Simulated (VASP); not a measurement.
Input of a VASP 6.6.1 run:

Contents of INCAR:

```
PREC = Accurate
ENCUT = 600
EDIFF = 1E-6
ISMEAR = 0
SIGMA = 0.1
LREAL = False
LASPH = True
NELM = 60
ALGO = Normal
ISIF = 3
LWAVE = False
LCHARG = False
GGA = PS
IBRION = 2
NSW = 70
EDIFFG = -0.008
PSTRESS = 30.0
```

KPOINTS

```
Automatic mesh
0
Gamma
  16 16 16
```

Contents of POSCAR:

```
HfN
1.0
    0.0000000000      2.2294923100      2.2294923100
    2.2294923100      0.0000000000      2.2294923100
    2.2294923100      2.2294923100      0.0000000000
Hf N
1 1
Direct
    0.0000000000      0.0000000000      0.0000000000
    0.5000000000      0.5000000000      0.5000000000
```

Potentials or basis: VASP PAW PBE potentials, release 64 (Hf_pv, N).

The run is started by

```sh
$ cat potpaw_PBE.64/Hf_pv/POTCAR potpaw_PBE.64/N/POTCAR > POTCAR
$ mpirun -np 1 vasp_std > vasp.out
```

(1) Predict the relaxed cell.

(2) Predict the space group after relaxing (to 0.1 Å).

(3) What does it give for the band gap on the k mesh?

(4) Predict the relaxed volume.

## Answers

(1) a = 3.164 Å, b = 3.164 Å, c = 3.164 Å, α = 60.00°, β = 60.00°, γ = 60.00°.

(2) Fm-3m (No. 225).

(3) zero (an odd number of electrons rules out a gap without spin polarisation).

(4) 11.20 Å³/atom.

Caveat: the cell is relaxed towards a set pressure, so the run minimises the enthalpy, not the energy; the PAW data sets were made with another functional, which shifts forces and pressure a little; spin-orbit coupling is left out, which moves the levels of the heavy elements.
